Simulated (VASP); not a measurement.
# LiH in VASP: a series of runs

LiH is run at these levels: PBE, r2SCAN; tasks: single point.

All numbers are computed with VASP 6.6.1; they aren't measurements. Logs are shortened: lines on timing, memory, paths and dates and some standing lists are left out, and cuts for length are marked.

### Step 1. The cell of the first run

Symmetry: Pm-3m, No. 221, cubic system. Conventional cell: a = 2.624 Å, b = 2.624 Å, c = 2.624 Å, α = 90.00°, β = 90.00°, γ = 90.00°. Within 3.0 Å of Li (site symmetry m-3m) lie 8 H at 2.27 Å and 6 Li at 2.62 Å. H (site symmetry m-3m) has 8 Li at 2.27 Å and 6 H at 2.62 Å within 3.0 Å.

### Step 2. Single point, PBE (strain +4.9%)

INCAR reads:

```
SYSTEM = LiH
ALGO = Normal
EDIFF = 1E-6
ENCUT = 520
GGA = PE
ISIF = 2
ISMEAR = -1
LASPH = .TRUE.
LCHARG = .TRUE.
LELF = .TRUE.
LREAL = .FALSE.
LVHAR = .TRUE.
LWAVE = .FALSE.
NBANDS = 9
NELM = 80
PREC = Accurate
SIGMA = 0.02
```

KPOINTS reads:

```
k-points
0
G
  10 10 10
  0 0 0
```

POSCAR reads:

```
LiH
1.0
    2.6239898222      0.0000000000      0.0000000000
    0.0000000000      2.6239898222      0.0000000000
    0.0000000000      0.0000000000      2.6239898222
Li H
1 1
Direct
    0.0000000000      0.0000000000      0.0000000000
    0.5000000000      0.5000000000      0.5000000000
```

Potentials or basis: VASP PAW PBE potentials, release 64 (Li_sv, H).

On the command line:

```sh
> cat potpaw_PBE.64/Li_sv/POTCAR potpaw_PBE.64/H/POTCAR > POTCAR
> mpirun -np 1 vasp_std > vasp.out
```

OUTCAR:

```text
SYSTEM = LiH
   EDIFF = 1E-6
   ENCUT = 520
   GGA = PE
   ISIF = 2
   ISMEAR = -1
   LASPH = .TRUE.
   LREAL = .FALSE.
   NELM = 80
   PREC = Accurate

 ion  position               nearest neighbor table
   1  0.000  0.000  0.000-
   2  0.500  0.500  0.500-

  LATTYP: Found a simple cubic cell.
 ALAT       =     2.6239898222

  Lattice vectors:

 A1 = (   2.6239898222,   0.0000000000,   0.0000000000)
 A2 = (   0.0000000000,   2.6239898222,   0.0000000000)
 A3 = (   0.0000000000,   0.0000000000,   2.6239898222)

Analysis of symmetry for initial positions (statically):
=====================================================================
 Subroutine PRICEL returns:
 Original cell was already a primitive cell.

 Routine SETGRP: Setting up the symmetry group for a
 simple cubic supercell.

 Subroutine GETGRP returns: Found 48 space group operations
 (whereof 48 operations were pure point group operations)
 out of a pool of 48 trial point group operations.

The static configuration has the point symmetry O_h .

Analysis of symmetry for dynamics (positions and initial velocities):
=====================================================================
 Subroutine PRICEL returns:
 Original cell was already a primitive cell.

 Routine SETGRP: Setting up the symmetry group for a
 simple cubic supercell.

 Subroutine GETGRP returns: Found 48 space group operations
 (whereof 48 operations were pure point group operations)
 out of a pool of 48 trial point group operations.

The dynamic configuration has the point symmetry O_h .

 Subroutine INISYM returns: Found 48 space group operations
 (whereof 48 operations are pure point group operations),
 and found     1 'primitive' translations

----------------------------------------------------------------------------------------

                                     Primitive cell

  volume of cell :      18.0670

  direct lattice vectors                    reciprocal lattice vectors
     2.623989822  0.000000000  0.000000000     0.381099039  0.000000000  0.000000000
     0.000000000  2.623989822  0.000000000     0.000000000  0.381099039  0.000000000
     0.000000000  0.000000000  2.623989822     0.000000000  0.000000000  0.381099039

  length of vectors
     2.623989822  2.623989822  2.623989822     0.381099039  0.381099039  0.381099039

  position of ions in fractional coordinates (direct lattice)
     0.000000000  0.000000000  0.000000000
     0.500000000  0.500000000  0.500000000
[... 81 lines left out ...]
   IBRION =     -1    ionic relax: 0-MD 1-quasi-New 2-CG
   NFREE  =      0    steps in history (QN), initial steepest desc. (CG)
   ISIF   =      2    stress and relaxation
   ISYM   =      2    0-nonsym 1-usesym 2-fastsym
   POTIM  = 0.5000    time-step for ionic-motion
   TEBEG  =    0.0;   TEEND  =   0.0 temperature during run
   PSTRESS=    0.0 pullay stress
   NELECT =       4.0000    total number of electrons
   NUPDOWN=      -1.0000    fix difference up-down
   EMIN   =  10.00;   EMAX   =-10.00  energy-range for DOS
   EFERMI =   0.00;   METHOD = LEGACY
   ISMEAR =    -1;   SIGMA  =   0.02  broadening in eV -4-tet -1-fermi 0-gaus
   EFERMI_NEDOS =   21; number of points for ismear=-14 and -15
   IALGO  =     38    algorithm
   IMIX   =      4    mixing-type and parameters
     AMIX     =   0.40;   BMIX     =  1.00
     AMIX_MAG =   1.60;   BMIX_MAG =  1.00
  volume/ion in A,a.u.               =       9.03        60.96
  Fermi-wavevector in a.u.,A,eV,Ry     =   0.990374  1.871536 13.345155  0.980841
  Thomas-Fermi vector in A             =   2.122040
   LORBIT       =      0    0 simple, 1 ext, 2 COOP (PROOUT), +10 PAW based schemes
   GGA     = PE    functional components
   LHFCALC =     F    Hartree Fock is set to
   AEXX    =    0.0000 exact exchange contribution
   IVDW    =     0    specifies the selected vdW correction
   LEPSILON=     F    determine dielectric tensor
   LRPA    =     F    only Hartree local field effects (RPA)
 non-spin polarized calculation
  energy-cutoff  :      520.00
  volume of cell :       18.07
 maximum number of plane-waves:       500
 NGX is ok and might be reduce to    20
   NGX =  9   NGY =  9   NGZ =  9

 number of electron       3.9999990 magnetization

 Free energy of the ion-electron system (eV)
  ---------------------------------------------------
  ext. energy  EPLUGINS =         0.00000000
  ---------------------------------------------------
  free energy    TOTEN  =        -5.62950908 eV

  energy without entropy =       -5.62950908  energy(sigma->0) =       -5.62950908

 E-fermi :   2.8919     XC(G=0):  -8.2071

 val. band max:        2.5464860586   @ k =   0.5000   0.5000   0.5000
 cond. band min:       3.3217808009   @ k =   0.5000   0.0000   0.0000
 fundamental gap:      0.7752947424
 Fermi energy:         2.8919199308

 k-point     1 :       0.0000    0.0000    0.0000
  band No.  band energies     occupation
      1     -45.3421      2.00000
      2      -5.3662      2.00000
      3      13.6175      0.00000
      4      13.7548      0.00000
      5      13.7548      0.00000
      6      13.7548      0.00000
      7      16.7377      0.00000
      8      16.7377      0.00000
      9      31.6053      0.00000
[... 265 lines left out ...]
 k-point    24 :       0.3000    0.1000    0.1000
  band No.  band energies     occupation
      1     -45.3153      2.00000
      2      -3.8444      2.00000
      3       5.9911      0.00000
      4      11.6047      0.00000
      5      12.9575      0.00000
      6      16.9935      0.00000
      7      21.4937      0.00000
      8      22.6096      0.00000
      9      25.2225      0.00000

 [... further k-points ...]

------------------------ aborting loop because EDIFF is reached ----------------------------------------

  FORCE on cell =-STRESS in cart. coord.  units (eV):
  Direction    XX          YY          ZZ          XY          YZ          ZX
  --------------------------------------------------------------------------------------
  -------------------------------------------------------------------------------------
  Total       -0.4533262     -0.4533262     -0.4533262      0.0000000      0.0000000     -0.0000000
  in kB      -40.2008208    -40.2008208    -40.2008208      0.0000000      0.0000000     -0.0000000
  external PRESSURE =     -40.2008208 kB  Pullay stress =       0.0000000 kB

 VOLUME and BASIS-vectors are now :
 -----------------------------------------------------------------------------
  energy-cutoff  :      520.00
  volume of cell :       18.07
      direct lattice vectors                 reciprocal lattice vectors
     2.623989822  0.000000000  0.000000000     0.381099039  0.000000000  0.000000000
     0.000000000  2.623989822  0.000000000     0.000000000  0.381099039  0.000000000
     0.000000000  0.000000000  2.623989822     0.000000000  0.000000000  0.381099039

 POSITION                                       TOTAL-FORCE (eV/Angst)
 -----------------------------------------------------------------------------------
      0.00000      0.00000      0.00000         0.000000      0.000000      0.000000
      1.31199      1.31199      1.31199         0.000000      0.000000      0.000000
 -----------------------------------------------------------------------------------
    total drift:                                0.000000      0.000000      0.000000

  FREE ENERGIE OF THE ION-ELECTRON SYSTEM (eV)
  ---------------------------------------------------
  free  energy   TOTEN  =        -5.6295090766 eV

  energy  without entropy=       -5.6295090766  energy(sigma->0) =       -5.62950908
```

stdout:

```text
POSCAR found type information on POSCAR LiH
 POSCAR found :  2 types and       2 ions
 scaLAPACK will be used
 LDA part: xc-table for (Slater+PW92), standard interpolation
 POSCAR, INCAR and KPOINTS ok, starting setup
 FFT: planning ... GRIDC
 FFT: planning ... GRID_SOFT
 FFT: planning ... GRID
 WAVECAR not read
 entering main loop
```

Run time: 6.3 s. Hardware: 1 thread of Intel Xeon Platinum 8375C at 2.90GHz (Ice Lake), shared host; peak memory 0.12 GiB.

What came out:

```
Free energy            : -5.6295 eV
Band gap on the k mesh : 0.78 eV (least direct gap 4.10 eV)
```

Levels at points of the mesh, in eV from the valence-band top:
```
           k point  band 1  band 2  band 3  band 4  band 5  band 6
(0.00, 0.00, 0.00)  -47.89   -7.91   11.07   11.21   11.21   11.21
(0.50, 0.00, 0.00)  -47.86   -5.75    0.78   10.41   15.03   15.03
(0.50, 0.50, 0.00)  -47.83   -2.31    1.79    1.79    8.25   17.88
(0.50, 0.50, 0.50)  -47.80    0.00    6.17    6.17    6.17    8.44
```

Caveat: the cell differs from its parent crystal (strain +4.9%); the cutoff is under 1.25 times the usual one of these potentials, so pressure, stress and relaxed cells hold a basis-set (Pulay) error; the structure was generated, so it needn't be the stable form of LiH. A k mesh can miss the band edges.

### Step 3. Single point, PBE (epitaxial 111 strain +1.2%)

INCAR reads:

```
PREC = Accurate
ENCUT = 520
EDIFF = 1E-6
ISMEAR = -1
SIGMA = 0.02
LREAL = False
LASPH = True
NELM = 60
ALGO = Normal
ISIF = 2
LWAVE = False
LCHARG = False
GGA = PE
NBANDS = 9
```

KPOINTS reads:

```
regular mesh
0
Gamma
  10 10 10
```

POSCAR reads:

```
LiH
1.0
    2.4770045394     -0.0554245740     -0.0554245740
   -0.0554245740      2.4770045394     -0.0554245740
   -0.0554245740     -0.0554245740      2.4770045394
Li H
1 1
Direct
    0.0000000000      0.0000000000      0.0000000000
    0.5000000000      0.5000000000      0.5000000000
```

Potentials or basis: VASP PAW PBE potentials, release 64 (Li_sv, H).

On the command line:

```sh
> cat potpaw_PBE.64/Li_sv/POTCAR potpaw_PBE.64/H/POTCAR > POTCAR
> mpirun -np 1 vasp_std > vasp.out
```

Wall time 8.2 s (1 thread of Intel Xeon Platinum 8375C at 2.90GHz (Ice Lake), shared host); peak memory 0.12 GiB.

The run converged. Its results:

```yaml
Free_energy: -5.6619 eV
Band_gap_on_the_k_mesh: 0.86 eV (least direct gap 3.82 eV)
```

Levels at points of the mesh, in eV from the valence-band top:
```tsv
k point	band 1	band 2	band 3	band 4	band 5	band 6
(0.00, 0.00, 0.00)	-48.05	-8.92	11.95	12.48	12.48	13.02
(0.50, 0.00, 0.00)	-47.99	-6.67	0.86	11.67	16.65	16.71
(0.50, 0.50, 0.00)	-47.94	-2.66	1.16	2.08	9.48	19.66
(0.50, 0.50, 0.50)	-47.89	0.00	6.19	6.19	7.65	8.52
```

Caveat: the cell differs from its parent crystal (epitaxial 111 strain +1.2%); the cutoff is under 1.25 times the usual one of these potentials, so pressure, stress and relaxed cells hold a basis-set (Pulay) error; the structure was generated, so it needn't be the stable form of LiH. A k mesh can miss the band edges.

### Step 4. Single point, r2SCAN (strain +4.9%)

POSCAR reads:

```
LiH
1.0
    2.6239898222      0.0000000000      0.0000000000
    0.0000000000      2.6239898222      0.0000000000
    0.0000000000      0.0000000000      2.6239898222
Li H
1 1
Direct
    0.0000000000      0.0000000000      0.0000000000
    0.5000000000      0.5000000000      0.5000000000
```

INCAR.step1 reads:

```
SYSTEM = LiH
PREC = Accurate
ENCUT = 520
ISMEAR = 0
SIGMA = 0.01
LREAL = .False.
LASPH = .True.
NELM = 100
NBANDS = 9
GGA = PE
ALGO = Normal
EDIFF = 1E-4
LWAVE = .True.
LCHARG = .False.
```

INCAR.step2 reads:

```
SYSTEM = LiH
PREC = Accurate
ENCUT = 520
EDIFF = 1E-6
ISMEAR = 0
SIGMA = 0.01
LREAL = .False.
LASPH = .True.
NELM = 100
ALGO = Normal
ISIF = 2
LWAVE = .False.
LCHARG = .False.
METAGGA = R2SCAN
LMIXTAU = .True.
NBANDS = 9
ISTART = 1
```

KPOINTS reads:

```
Automatic mesh
0
Gamma
  10 10 10
  0 0 0
```

On the command line:

```sh
> cat potpaw_PBE.64/Li_sv/POTCAR potpaw_PBE.64/H/POTCAR > POTCAR
> cp INCAR.step1 INCAR
> mpirun -np 1 vasp_std > vasp.out
> cp INCAR.step2 INCAR
> mpirun -np 1 vasp_std > vasp.out
```

Wall time 30 s (1 thread of Intel Xeon Platinum 8375C at 2.90GHz (Ice Lake), shared host); peak memory 0.12 GiB.

The run converged. Its results:

```
Free energy            : -6.3017 eV
Band gap on the k mesh : 1.31 eV (least direct gap 4.76 eV)
```

Levels at points of the mesh, in eV from the valence-band top:
```
           k point  band 1  band 2  band 3  band 4  band 5  band 6
(0.00, 0.00, 0.00)  -49.53   -8.17   12.22   12.22   12.22   12.45
(0.50, 0.00, 0.00)  -49.50   -5.98    1.31   11.62   16.65   16.65
(0.50, 0.50, 0.00)  -49.48   -2.48    2.28    2.28    9.49   19.95
(0.50, 0.50, 0.50)  -49.45    0.00    7.21    7.21    7.21    8.77
```

Caveat: the cell differs from its parent crystal (strain +4.9%); the cutoff is under 1.25 times the usual one of these potentials, so pressure, stress and relaxed cells hold a basis-set (Pulay) error; the structure was generated, so it needn't be the stable form of LiH; the PAW data sets were made with another functional, which shifts forces and pressure a little. A k mesh can miss the band edges.

### Step 5. Overview

```tsv
level	cell	smearing	gap on the mesh (eV)
PBE	a = 2.624 Å, 2 atoms	fermi-dirac 0.02 eV	0.78
PBE	a = 2.478 Å, angles 92.5°, 2 atoms	fermi-dirac 0.02 eV	0.86
r2SCAN	a = 2.624 Å, 2 atoms	gaussian 0.01 eV	1.31
```

Alike in all rows: task single point; potentials or basis VASP PAW PBE potentials, release 64 (Li_sv, H); no spin polarisation; k mesh 10 × 10 × 10; cutoff (eV) 520.

Caveats: the cutoff is under 1.25 times the usual one of these potentials, so pressure, stress and relaxed cells hold a basis-set (Pulay) error; the structure was generated, so it needn't be the stable form of LiH; the PAW data sets were made with another functional, which shifts forces and pressure a little (at least some runs).

Absolute energies hang on the potentials; compare differences alone.
